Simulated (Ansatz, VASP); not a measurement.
ZnS in VASP and in Ansatz

The input INCAR:

```
SYSTEM = ZnS
PREC = Accurate
ENCUT = 520
EDIFF = 1E-6
ISMEAR = -1
SIGMA = 0.05
LREAL = .False.
LASPH = .True.
NELM = 60
ALGO = Normal
ISIF = 2
LWAVE = .False.
LCHARG = .False.
GGA = PE
NBANDS = 16
```

Contents of KPOINTS:

```
regular mesh
0
Gamma
  15 15 15
  0 0 0
```

File POSCAR:

```
ZnS
1.0
    0.0000000000      2.5084705592      2.5084705592
    2.5084705592      0.0000000000      2.5084705592
    2.5084705592      2.5084705592      0.0000000000
Zn S
1 1
Direct
    0.0000000000      0.0000000000      0.0000000000
    0.5000000000      0.5000000000      0.5000000000
```

Input for Ansatz:

```yaml
crystal:
  lattice:
    - [0.0, 2.5084705592, 2.5084705592]
    - [2.5084705592, 0.0, 2.5084705592]
    - [2.5084705592, 2.5084705592, 0.0]
  atoms:
    - { symbol: Zn, position: [0.0, 0.0, 0.0] }
    - { symbol: S, position: [0.5, 0.5, 0.5] }
kpoints:
  mp_grid: { grid: [15, 15, 15] }
scf:
  occupations: { method: fermi_dirac, width: 0.05 }
hamiltonian:
  xc: pbe
  pseudopotentials: { kind: all_electron, lapw: { basis_error: 0.001 } }
output:
  forces: true
  stress: true
  eigenvalues: true
```

Change from the starting cell: volume scaled by 0.95.

Alike in both runs: task single point; functional PBE; k mesh 15 × 15 × 15; occupations fermi-dirac, width 0.05 eV; no spin polarisation.

|  | VASP | Ansatz |
| --- | --- | --- |
| version | VASP 6.6.1 | Ansatz 0.2.0 |
| potentials or method | VASP PAW PBE potentials, release 64 (Zn, S), cutoff 520 eV | all-electron LAPW, scalar-relativistic |

Ansatz gave:

- pressure (GPa): 5.0

What did VASP give for the same quantities?

Pressure (GPa): 5.2.

Ansatz ran all-electron here, and VASP with PAW potentials.
